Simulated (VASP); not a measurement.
A run of VASP 6.6.1:

The input INCAR:

```
PREC = Accurate
ENCUT = 520
EDIFF = 1E-6
ISMEAR = 0
SIGMA = 0.1
LREAL = F
LASPH = T
NELM = 60
ALGO = Normal
ISIF = 2
LWAVE = F
LCHARG = F
GGA = PS
NBANDS = 10
```

File KPOINTS:

```
regular mesh
0
Gamma
  10 10 10
```

File POSCAR:

```
Rb
1.0
   -2.7226337400      2.7226337400      2.7226337400
    2.7226337400     -2.7226337400      2.7226337400
    2.7226337400      2.7226337400     -2.7226337400
Rb
1
Direct
    0.0000000000      0.0000000000      0.0000000000
```

Potentials or basis: VASP PAW PBE potentials, release 64 (Rb_sv).

Launch:

```bash
$ cat potpaw_PBE.64/Rb_sv/POTCAR > POTCAR
$ mpirun -np 1 vasp_std > vasp.out
```

Hardware: 1 thread of Oxide Virtual Turin-like Processor, on a shared host.

**Question.** Estimate the wall time of this run.

**Answer.** Run time: 18 s on 1 thread of Oxide Virtual Turin-like Processor (shared host), peak memory 0.18 GiB. Counts: scf iterations 10, k points 47.
